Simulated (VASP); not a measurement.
MnO2:

```
CELL_PARAMETERS angstrom
2.90416 0.00000 0.00000
0.00000 3.84481 0.00000
0.00000 0.00000 6.16426
ATOMIC_POSITIONS crystal
Mn 0.50000 0.50000 0.34330
Mn 0.00000 0.00000 0.65670
O 0.50000 0.00000 0.83757
O 0.00000 0.50000 0.16243
O 0.50000 0.00000 0.42180
O 0.00000 0.50000 0.57820
```

Base run:

| Property | Result |
| --- | --- |
| Program | VASP 6.6.1 |
| Functional | PBEsol |
| Potentials or basis | VASP PAW PBE potentials, release 64 (Mn_pv, O) |
| Cutoff | 520 eV |
| k mesh | 8 × 6 × 4 |
| Occupations | fermi-dirac, width 0.05 eV |
| Spin | collinear spin, ferromagnetic start |
| Starting moments | [1.0, 1.0, 0.0, 0.0, 0.0, 0.0] μB |
| Fixed moment | 2 μB |

Its results: pressure -20.8 GPa; site moments Mn +1.01; O -0.03, -0.00 μB; largest force 2.422 eV/Å.

Q: The run is repeated on the same cell with these changes: fixed moment from 2 μB to 16 μB; moments at the start from [1.0, 1.0, 0.0, 0.0, 0.0, 0.0] to [8.0, 8.0, 0.0, 0.0, 0.0, 0.0]. What comes out?

A: Pressure 74.5 GPa; site moments Mn +4.49; O +1.38, +1.07 μB; largest force 5.785 eV/Å.

Caveats: the PAW data sets were made with another functional, which shifts forces and pressure a little; the total moment is fixed, so each spin has its own Fermi level; only a ferromagnetic start was run, and an antiferromagnetic order may lie lower in energy.
